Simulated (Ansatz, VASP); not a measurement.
# Ni: VASP beside Ansatz

```
CELL_PARAMETERS angstrom
3.83195 0.00000 0.00000
-1.91597 3.31857 0.00000
0.00000 0.00000 2.31038
ATOMIC_POSITIONS crystal
Ni 0.00000 0.00000 0.00000
Ni 0.33333 0.66667 0.50000
Ni 0.66667 0.33333 0.50000
```

Change from the starting cell: volume scaled by 0.88, norm-conserving files.

Alike in both runs: task single point; functional PBE; k mesh 9 × 9 × 12; occupations fermi-dirac, width 0.08 eV; collinear spin.

|  | VASP | Ansatz |
| --- | --- | --- |
| version | VASP 6.6.1 | Ansatz 0.2.0 |
| potentials or method | VASP PAW PBE potentials, release 64 (Ni) | norm-conserving pseudopotentials, scalar-relativistic |
| plane-wave cutoff (eV) | 520 | 1400 |
| valence electrons in the cell | 30 | 54 |

|  | VASP | Ansatz | Ansatz less VASP |
| --- | --- | --- | --- |
| pressure (GPa) | 31.9 | 32.8 | +0.91 |
| traceless stress, the component that is largest in VASP (GPa) | -0.20 | 0.43 | +0.629 |
| net moment per atom (μB) | 0.52 | 0.58 | +0.058 |
| size of the moment on the site where the two differ most (μB) | 0.54 | 0.64 | +0.099 |

Site moments also hang on the region over which each program counts them. Both programs put the cell under a high pressure, so it lies far from rest at this level. With one functional, cell and mesh, what is left measures potentials, basis and numerics. VASP's potentials hold 30 valence electrons a cell and Ansatz's 54, so a difference there can come from the potentials and not from the codes.
